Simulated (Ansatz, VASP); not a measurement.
# Two plane-wave programs on PbS

```
CELL_PARAMETERS angstrom
2.98282 -2.98531 0.00000
2.98282 2.98531 0.00000
-2.09833 0.00000 22.20667
ATOMIC_POSITIONS crystal
Pb 0.72280 0.72433 0.93490
Pb 0.27788 0.26744 0.06430
S 0.24595 0.21579 0.94437
S 0.78421 0.75405 0.05563
```

Change from the starting cell: one atom moved.

Alike in both runs: task single point; functional PBEsol; k mesh 6 × 6 × 2; occupations gaussian, width 0.02 eV; no spin polarisation.

|  | VASP | Ansatz |
| --- | --- | --- |
| version | VASP 6.6.1 | Ansatz 0.2.0 |
| potentials or method | VASP PAW PBE potentials, release 64 (Pb_d, S), cutoff 520 eV | scalar-relativistic, plane waves, PAW |
| valence electrons in the cell | 40 | 40 |

VASP gave:

* gap on the k mesh at the Fermi level (eV): 2.04
* least direct gap on the mesh (eV): 2.10
* rms of the force components (eV/Å): 0.097

**Question.** Which values does Ansatz return?

**Answer.** gap on the k mesh at the Fermi level (eV): 2.04; least direct gap on the mesh (eV): 2.10; rms of the force components (eV/Å): 0.096.

VASP's potentials were made for PBE, not for PBEsol. Atom by atom the forces differ by 0.002 eV/Å (rms over components). With one functional, cell and mesh, what is left measures potentials, basis and numerics.

Spin-orbit coupling is off throughout.
